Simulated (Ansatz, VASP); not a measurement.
## B3N4 in VASP and in Ansatz

```
N B
1.0
     5.01078    0.00000    0.00000
    -1.25270    3.37591    0.00000
     0.00000    0.00000   23.44094
N B
8 6
Direct
  0.02252 0.09009 0.17064
  0.52252 0.09009 0.17064
  0.30695 0.22778 0.26105
  0.80695 0.22778 0.26105
  0.08665 0.34663 0.35335
  0.58665 0.34663 0.35335
  0.46871 0.37488 0.50514
  0.46871 0.37488 0.55207
  0.28421 0.13682 0.20075
  0.78421 0.13682 0.20075
  0.06735 0.26942 0.28955
  0.56735 0.26942 0.28955
  0.34371 0.37488 0.38142
  0.84371 0.37488 0.38142
```

Alike in both runs: task single point; functional PBE; dispersion D3(BJ); k mesh 6 × 8 × 1; occupations gaussian, width 0.05 eV; no spin polarisation.

```csv
,VASP,Ansatz
version,VASP 6.6.1,Ansatz 0.2.0
potentials or method,"VASP PAW PBE potentials, release 64 (N, B), cutoff 520 eV","scalar-relativistic, plane waves, PAW"
valence electrons in the cell,58,58
```

```csv
,VASP,Ansatz,Ansatz less VASP
gap on the k mesh at the Fermi level (eV),none,none,-
rms of the force components (eV/Å),1.199,1.097,-0.1022
```

A gap of «none» marks a metal or a gap that the smearing closes. Ansatz's warnings: vacuum below fermi.

Noted on VASP's run: the standard files for N, O and F lose accuracy on very short bonds.
